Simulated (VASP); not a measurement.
Here is a VASP 6.6.1 calculation.

File POSCAR:

```
Ni
1.0
    2.4149374537      0.0000000000      0.0000000000
   -1.2074687268      2.0913971830      0.0000000000
    0.0000000000      0.0000000000      4.0177628822
Ni
2
Direct
    0.3333333333      0.6666666667      0.2500000000
    0.6666666667      0.3333333333      0.7500000000
```

INCAR.step1

```
SYSTEM = Ni
ALGO     = Normal         ! electronic algorithm
EDIFF    = 1E-4           ! SCF threshold, eV
ENCUT    = 520            ! plane-wave cutoff, eV
GGA      = PE             ! functional
ISMEAR   = 1              ! smearing method
ISPIN    = 2              ! spin polarisation
LASPH    = .TRUE.         ! aspherical terms in the spheres
LCHARG   = .FALSE.        ! write CHGCAR
LMAXMIX  = 4              ! l up to which the mixer works
LREAL    = .FALSE.        ! projectors in reciprocal space
LWAVE    = .TRUE.         ! write WAVECAR
MAGMOM   = 1.5 1.5        ! initial moments
NBANDS   = 21             ! bands
NELM     = 150            ! most SCF steps
PREC     = Accurate       ! precision mode
SIGMA    = 0.02           ! smearing width, eV
```

File INCAR.step2:

```
SYSTEM = Ni
ALGO     = Normal         ! electronic algorithm
EDIFF    = 1E-6           ! SCF threshold, eV
ENCUT    = 520            ! plane-wave cutoff, eV
ISIF     = 2              ! what is computed and relaxed
ISMEAR   = 1              ! smearing method
ISPIN    = 2              ! spin polarisation
ISTART   = 1            
LASPH    = .TRUE.         ! aspherical terms in the spheres
LCHARG   = .FALSE.        ! write CHGCAR
LMAXMIX  = 4              ! l up to which the mixer works
LMIXTAU  = .TRUE.       
LORBIT   = 11             ! projections on sites
LREAL    = .FALSE.        ! projectors in reciprocal space
LWAVE    = .FALSE.        ! write WAVECAR
MAGMOM   = 1.5 1.5        ! initial moments
METAGGA  = R2SCAN         ! meta-GGA
NBANDS   = 21             ! bands
NELM     = 150            ! most SCF steps
PREC     = Accurate       ! precision mode
SIGMA    = 0.02           ! smearing width, eV
```

File KPOINTS:

```
k-points
0
G
  13 13 7
  0 0 0
```

Potentials or basis: VASP PAW PBE potentials, release 64 (Ni).

The run is started by

```sh
$ cat potpaw_PBE.64/Ni/POTCAR > POTCAR
$ cp INCAR.step1 INCAR
$ mpirun -np 1 vasp_std > vasp.out
$ cp INCAR.step2 INCAR
$ mpirun -np 1 vasp_std > vasp.out
```

(1) Predict the pressure.

(2) Estimate the net moment.

(3) Estimate the site moments.

## Answers

(1) 9.4 GPa.

(2) 1.29 μB per cell.

(3) Ni +0.66 μB.

Caveat: the PAW data sets were made with another functional, which shifts forces and pressure a little.
